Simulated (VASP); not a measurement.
Crystal: Mg3ZnTe4.

```
CELL_PARAMETERS angstrom
6.36243 0.08933 -0.03325
0.08933 6.45435 0.09397
-0.03325 0.09397 6.35566
ATOMIC_POSITIONS crystal
Mg 0.49510 0.00082 0.98361
Mg 0.99656 0.00058 0.50157
Mg 0.00440 0.51583 0.99880
Zn 0.49952 0.49723 0.50418
Te 0.25867 0.73827 0.26488
Te 0.27076 0.25223 0.75056
Te 0.74050 0.74465 0.73663
Te 0.73450 0.25038 0.25978
```

```yaml
Program: VASP 6.6.1
Task: relaxation of cell and atoms
Functional: PBE
Potentials_or_basis: VASP PAW PBE potentials, release 64 (Mg, Zn, Te)
Cutoff: 600 eV
k_mesh: 2 × 2 × 2
Occupations: gaussian, width 0.1 eV
Spin: no spin polarisation
```

At the start: pressure 1.3 GPa; volume 32.61 Å³/atom.

Task: Where does the relaxation end?

Result: Over 14 steps the energy falls by 35.1 meV/atom and the volume is 33.34 Å³/atom (+2.2 %); space group Cmm2 (No. 35, to 0.05 Å).

Step by step:
| step | energy change (eV) | largest force (eV/Å) | pressure (GPa) | volume (Å³) |
| --- | --- | --- | --- | --- |
| 1 | 0.0000 | 1.4603 | 1.26 | 260.88 |
| 2 | -0.2308 | 0.3142 | -0.46 | 270.56 |
| 3 | -0.2308 | 0.3164 | -0.43 | 270.41 |
| 4 | -0.2597 | 0.2269 | -0.10 | 267.56 |
| 5 | -0.2718 | 0.1151 | 0.32 | 264.37 |
| 6 | -0.2779 | 0.0466 | 0.00 | 266.65 |
| 7 | -0.2780 | 0.0427 | -0.04 | 266.87 |
| 8 | -0.2786 | 0.0330 | 0.00 | 266.71 |
| 9 | -0.2792 | 0.0383 | 0.04 | 266.38 |
| 10 | -0.2797 | 0.0313 | -0.01 | 266.76 |
| 11 | -0.2797 | 0.0451 | -0.09 | 267.39 |
| 12 | -0.2799 | 0.0384 | -0.05 | 267.11 |
| 13 | -0.2802 | 0.0299 | -0.03 | 266.95 |
| 14 | -0.2806 | 0.0217 | 0.00 | 266.75 |

Final structure:
```cif
data_structure
_symmetry_space_group_name_H-M 'P 1'
_symmetry_Int_Tables_number 1
_cell_length_a 6.4428
_cell_length_b 6.4261
_cell_length_c 6.4429
_cell_angle_alpha 90.067
_cell_angle_beta 90.032
_cell_angle_gamma 89.991
_cell_volume 266.75
loop_
_atom_site_label
_atom_site_type_symbol
_atom_site_fract_x
_atom_site_fract_y
_atom_site_fract_z
_atom_site_occupancy
Mg1 Mg 0.49941 0.99823 0.99895 1
Mg2 Mg 0.99962 0.00142 0.49999 1
Mg3 Mg 0.99991 0.50226 0.00122 1
Zn1 Zn 0.50001 0.49763 0.50032 1
Te1 Te 0.25801 0.74303 0.25868 1
Te2 Te 0.25718 0.25786 0.74398 1
Te3 Te 0.74339 0.74273 0.74129 1
Te4 Te 0.74246 0.25685 0.25556 1
```

Caveat: the k points lie up to 0.49 Å⁻¹ apart in the final cell.
